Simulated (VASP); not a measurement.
A run of VASP 6.6.1 is set up as follows.

INCAR

```
PREC = Accurate
ENCUT = 520
EDIFF = 1E-6
ISMEAR = -1
SIGMA = 0.15
LREAL = F
LASPH = T
NELM = 80
ALGO = Normal
ISIF = 2
LWAVE = F
LCHARG = F
NBANDS = 11
```

The input KPOINTS:

```
regular mesh
0
Gamma
  16 16 16
```

Contents of POSCAR:

```
HBr
1.0
    0.0000000000      2.5775453039      2.5775453039
    1.6634684431      0.0000000000      2.5775453039
    1.6634684431      2.5775453039      0.0000000000
H Br
1 1
Direct
    0.0000000000      0.0000000000      0.0000000000
    0.5000000000      0.5000000000      0.5000000000
```

Potentials or basis: VASP PAW LDA potentials, release 64 (H, Br).

Command:

```bash
$ cat potpaw_LDA.64/H/POTCAR potpaw_LDA.64/Br/POTCAR > POTCAR
$ mpirun -np 1 vasp_std > vasp.out
```

Q: What does it give for the pressure?

A: 25.1 GPa.

Q: Predict the band gap on the k mesh.

A: Zero (bands 4 and 5 overlap by 2.92 eV).

Stress tensor (GPa, compression positive):
```
25.32  0.00  0.00
 0.00 25.04  0.00
 0.00  0.00 25.04
```

Caveat: the cell stands under pressure.
